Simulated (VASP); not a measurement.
# BeRu (P-6m2) in VASP: a series of runs, part 3 of 3

VASP 6.6.1. Earlier steps stand in the parts before.

### Step 6. Single point, PBE

This run uses another cell than the first one, of 10.27 Å³/atom, 1.064 times its volume.

File INCAR:

```
ALGO = Normal ; EDIFF = 1E-6
ENCUT = 520 ; GGA = PE
ISIF = 2 ; ISMEAR = -1
LASPH = True ; LCHARG = False
LREAL = False ; LWAVE = False
NBANDS = 15 ; NELM = 80
PREC = Accurate ; SIGMA = 0.05
```

File KPOINTS:

```
k-points
0
Gamma
  12 12 7
```

File POSCAR:

```
BeRu
1.0
    2.4993717800      0.0000000000      0.0000000000
   -1.2496858900      2.1645194500      0.0000000000
    0.0000000000      0.0000000000      3.7955181000
Be Ru
1 1
Direct
    0.0000000000      0.0000000000      0.5000000000
    0.6666666700      0.3333333300      0.0000000000
```

Potentials or basis: VASP PAW PBE potentials, release 64 (Be, Ru_pv).

Launch:

```sh
> cat potpaw_PBE.64/Be/POTCAR potpaw_PBE.64/Ru_pv/POTCAR > POTCAR
> mpirun -np 1 vasp_std > vasp.out
```

OUTCAR:

```text
EDIFF = 1E-6
   ENCUT = 520
   GGA = PE
   ISIF = 2
   ISMEAR = -1
   LASPH = True
   LREAL = False
   NELM = 80
   PREC = Accurate

 ion  position               nearest neighbor table
   1  0.000  0.000  0.500-   2 2.38   2 2.38   2 2.38   2 2.38   2 2.38   2 2.38
   2  0.667  0.333  0.000-   1 2.38   1 2.38   1 2.38   1 2.38   1 2.38   1 2.38

  LATTYP: Found a hexagonal cell.
 ALAT       =     2.4993717800
 C/A-ratio  =     1.5185888432

  Lattice vectors:

 A1 = (   2.4993717800,   0.0000000000,   0.0000000000)
 A2 = (  -1.2496858900,   2.1645194500,   0.0000000000)
 A3 = (   0.0000000000,   0.0000000000,   3.7955181000)

Analysis of symmetry for initial positions (statically):
=====================================================================
 Subroutine PRICEL returns:
 Original cell was already a primitive cell.

 Routine SETGRP: Setting up the symmetry group for a
 hexagonal supercell.

 Subroutine GETGRP returns: Found 12 space group operations
 (whereof 12 operations were pure point group operations)
 out of a pool of 24 trial point group operations.

The static configuration has the point symmetry D_3h.

Analysis of symmetry for dynamics (positions and initial velocities):
=====================================================================
 Subroutine PRICEL returns:
 Original cell was already a primitive cell.

 Routine SETGRP: Setting up the symmetry group for a
 hexagonal supercell.

 Subroutine GETGRP returns: Found 12 space group operations
 (whereof 12 operations were pure point group operations)
 out of a pool of 24 trial point group operations.

The dynamic configuration has the point symmetry D_3h.

 Subroutine INISYM returns: Found 12 space group operations
 (whereof 12 operations are pure point group operations),
 and found     1 'primitive' translations

----------------------------------------------------------------------------------------

                                     Primitive cell

  volume of cell :      20.5335

  direct lattice vectors                    reciprocal lattice vectors
     2.499371780  0.000000000  0.000000000     0.400100540  0.230998155  0.000000000
    -1.249685890  2.164519450  0.000000000     0.000000000  0.461996311  0.000000000
     0.000000000  0.000000000  3.795518100     0.000000000  0.000000000  0.263468642

  length of vectors
     2.499371780  2.499371776  3.795518100     0.461996310  0.461996311  0.263468642

  position of ions in fractional coordinates (direct lattice)
     0.000000000  0.000000000  0.500000000
     0.666666670  0.333333330  0.000000000

  ion indices of the primitive-cell ions
   primitive index   ion index
                 1           1
                 2           2

----------------------------------------------------------------------------------------

 KPOINTS: k-points

Automatic generation of k-mesh.
 Grid dimensions read from file:
 generate k-points for:   12   12    7

 Generating k-lattice:

  Cartesian coordinates                     Fractional coordinates (reciprocal lattice)
[... 39 lines left out ...]
  0.250000  0.000000  0.142857     12.000000
  0.333333  0.000000  0.142857     12.000000
 [... further k-points ...]
   k-points           NKPTS =     76   k-points in BZ     NKDIM =     76   number of bands    NBANDS=     15
   number of dos      NEDOS =    301   number of ions     NIONS =      2
   total plane-waves  NPLWV =  11200
   dimension x,y,z NGX =    20 NGY =   20 NGZ =   28
   dimension x,y,z NGXF=    40 NGYF=   40 NGZF=   56
   ions per type =               1   1
   NGX,Y,Z   is equivalent  to a cutoff of  13.30, 13.30, 12.26 a.u.
   NGXF,Y,Z  is equivalent  to a cutoff of  26.61, 26.61, 24.53 a.u.
 SYSTEM =  unknown system
   PREC   = accura    normal or accurate (medium, high low for compatibility)
   ISTART =      0    job   : 0-new  1-cont  2-samecut
   ICHARG =      2    charge: 1-file 2-atom 10-const
   ISPIN  =      1    spin polarized calculation?
   LNONCOLLINEAR =      F non collinear calculations
   LSORBIT =      F    spin-orbit coupling
   LASPH  =      T    aspherical Exc in radial PAW
   ENCUT  =  520.0 eV  38.22 Ry    6.18 a.u.   4.65  4.65  7.06*2*pi/ulx,y,z
   NELM   =     80;   NELMIN=  2; NELMDL= -5     # of ELM steps
   EDIFF  = 0.1E-05   stopping-criterion for ELM
   LREAL  =      F    real-space projection
   EDIFFG = 0.1E-04   stopping-criterion for IOM
   NSW    =      0    number of steps for IOM
   IBRION =     -1    ionic relax: 0-MD 1-quasi-New 2-CG
   NFREE  =      0    steps in history (QN), initial steepest desc. (CG)
   ISIF   =      2    stress and relaxation
   ISYM   =      2    0-nonsym 1-usesym 2-fastsym
   POTIM  = 0.5000    time-step for ionic-motion
   TEBEG  =    0.0;   TEEND  =   0.0 temperature during run
   PSTRESS=    0.0 pullay stress
   NELECT =      16.0000    total number of electrons
   NUPDOWN=      -1.0000    fix difference up-down
   EMIN   =  10.00;   EMAX   =-10.00  energy-range for DOS
   EFERMI =   0.00;   METHOD = LEGACY
   ISMEAR =    -1;   SIGMA  =   0.05  broadening in eV -4-tet -1-fermi 0-gaus
   EFERMI_NEDOS =   21; number of points for ismear=-14 and -15
   IALGO  =     38    algorithm
   IMIX   =      4    mixing-type and parameters
     AMIX     =   0.40;   BMIX     =  1.00
     AMIX_MAG =   1.60;   BMIX_MAG =  1.00
  volume/ion in A,a.u.               =      10.27        69.28
  Fermi-wavevector in a.u.,A,eV,Ry     =   1.506470  2.846815 30.877748  2.269450
  Thomas-Fermi vector in A             =   2.617183
   LORBIT       =      0    0 simple, 1 ext, 2 COOP (PROOUT), +10 PAW based schemes
   GGA     = PE    functional components
   LHFCALC =     F    Hartree Fock is set to
   AEXX    =    0.0000 exact exchange contribution
   IVDW    =     0    specifies the selected vdW correction
   LEPSILON=     F    determine dielectric tensor
   LRPA    =     F    only Hartree local field effects (RPA)
 non-spin polarized calculation
  energy-cutoff  :      520.00
  volume of cell :       20.53
 maximum number of plane-waves:       567
 NGX is ok and might be reduce to    20
   NGX =  9   NGY =  9   NGZ = 15

 number of electron      16.0000003 magnetization

 Free energy of the ion-electron system (eV)
  ---------------------------------------------------
  ext. energy  EPLUGINS =         0.00000000
  ---------------------------------------------------
  free energy    TOTEN  =       -12.65633066 eV

  energy without entropy =      -12.64109661  energy(sigma->0) =      -12.64871363

 E-fermi :  11.0348     XC(G=0): -12.9907

 val. band max:       11.0158472833   @ k =   0.2500   0.0000   0.2857
 cond. band min:      11.0393825463   @ k =   0.2500   0.0000   0.4286
 fundamental gap:      0.0235352630
 Fermi energy:        11.0347990446

 k-point     1 :       0.0000    0.0000    0.0000
  band No.  band energies     occupation
      1     -31.7400      2.00000
      2     -30.9699      2.00000
      3     -30.9699      2.00000
      4       1.7860      2.00000
      5       5.4300      2.00000
      6       8.7073      2.00000
      7       8.7073      2.00000
      8      10.4306      1.99999
      9      12.0266      0.00000
     10      12.0266      0.00000
     11      20.1328      0.00000
     12      21.9519      0.00000
     13      25.1942      0.00000
     14      25.1942      0.00000
[... 401 lines left out ...]
      2     -31.5501      2.00000
      3     -31.2454      2.00000
      4       4.4449      2.00000
      5       5.7191      2.00000
      6       6.7389      2.00000
      7       9.8638      2.00000
      8      11.0505      0.84401
      9      12.4499      0.00000
     10      15.2182      0.00000
     11      18.0533      0.00000
     12      21.4780      0.00000
     13      21.9426      0.00000
     14      21.9963      0.00000
     15      26.4796      0.00000

 [... further k-points ...]

------------------------ aborting loop because EDIFF is reached ----------------------------------------

  FORCE on cell =-STRESS in cart. coord.  units (eV):
  Direction    XX          YY          ZZ          XY          YZ          ZX
  --------------------------------------------------------------------------------------
  -------------------------------------------------------------------------------------
  Total        6.4684748      6.4684748      1.2269534      0.0000000     -0.0000000      0.0000000
  in kB      504.7182996    504.7182973     95.7359916      0.0000000     -0.0000000      0.0000000
  external PRESSURE =     368.3908628 kB  Pullay stress =       0.0000000 kB

 VOLUME and BASIS-vectors are now :
 -----------------------------------------------------------------------------
  energy-cutoff  :      520.00
  volume of cell :       20.53
      direct lattice vectors                 reciprocal lattice vectors
     2.499371780  0.000000000  0.000000000     0.400100540  0.230998155  0.000000000
    -1.249685890  2.164519450  0.000000000     0.000000000  0.461996311  0.000000000
     0.000000000  0.000000000  3.795518100     0.000000000  0.000000000  0.263468642

 POSITION                                       TOTAL-FORCE (eV/Angst)
 -----------------------------------------------------------------------------------
      0.00000      0.00000      1.89776        -0.000000      0.000000      0.000000
      1.24969      0.72151      0.00000         0.000000      0.000000      0.000000
 -----------------------------------------------------------------------------------
    total drift:                               -0.000010      0.000006      0.000000

  FREE ENERGIE OF THE ION-ELECTRON SYSTEM (eV)
  ---------------------------------------------------
  free  energy   TOTEN  =       -12.6563306592 eV

  energy  without entropy=      -12.6410966102  energy(sigma->0) =      -12.64871363
```

OSZICAR:

```text
N       E                     dE             d eps       ncg     rms          rms(c)
DAV:   1     0.114050016811E+03    0.11405E+03   -0.94468E+03  2280   0.111E+03
DAV:   2    -0.121479089967E+02   -0.12620E+03   -0.12052E+03  2616   0.317E+02
DAV:   3    -0.138124959700E+02   -0.16646E+01   -0.16581E+01  3085   0.388E+01
DAV:   4    -0.138207692849E+02   -0.82733E-02   -0.82573E-02  2559   0.303E+00
DAV:   5    -0.138208247180E+02   -0.55433E-04   -0.55434E-04  2623   0.226E-01    0.183E+01
DAV:   6    -0.128797175157E+02    0.94111E+00   -0.26095E+00  2546   0.217E+01    0.383E+00
DAV:   7    -0.126871675222E+02    0.19255E+00   -0.39268E-01  2462   0.740E+00    0.369E+00
DAV:   8    -0.126570117694E+02    0.30156E-01   -0.41920E-02  2602   0.234E+00    0.382E-01
DAV:   9    -0.126564294508E+02    0.58232E-03   -0.92244E-04  2581   0.311E-01    0.140E-01
DAV:  10    -0.126563337652E+02    0.95686E-04   -0.28002E-04  2728   0.182E-01    0.268E-02
DAV:  11    -0.126563298826E+02    0.38826E-05   -0.11010E-05  2504   0.332E-02    0.963E-03
DAV:  12    -0.126563310745E+02   -0.11919E-05   -0.12987E-06  1882   0.128E-02    0.192E-03
DAV:  13    -0.126563306592E+02    0.41529E-06   -0.12983E-07  1175   0.441E-03
   1 F= -.12656331E+02 E0= -.12648714E+02  d E =-.152340E-01
```

Run time: 8.9 s. Hardware: 1 thread of Intel Xeon 6975P-C (Granite Rapids), shared host; peak memory 0.14 GiB.

Results:

- Free energy: -12.6563 eV
- Pressure: 36.8 GPa
- Band gap on the k mesh: zero (band 8 reaches 11.23 eV, above the bottom of band 9 at 10.81 eV)

### Step 7. Summary

| cell | gap on the mesh (eV) | pressure (GPa) |
| --- | --- | --- |
| a = 2.448, b = 2.448, c = 3.718 Å, angles 90.0, 90.0, 120.0°, 2 atoms | none | 62.2 |
| a = 2.466, b = 2.466, c = 3.744 Å, angles 90.0, 90.0, 120.0°, 2 atoms | none | 52.8 |
| a = 2.483, b = 2.483, c = 3.770 Å, angles 90.0, 90.0, 120.0°, 2 atoms | none | 44.5 |
| a = 2.499, b = 2.499, c = 3.796 Å, angles 90.0, 90.0, 120.0°, 2 atoms | none | 36.8 |

Alike in all rows: task single point; level PBE; potentials or basis VASP PAW PBE potentials, release 64 (Be, Ru_pv); no spin polarisation; k mesh 12 × 12 × 7; cutoff (eV) 520; smearing fermi-dirac 0.05 eV.

Absolute energies hang on the potentials; compare differences alone.
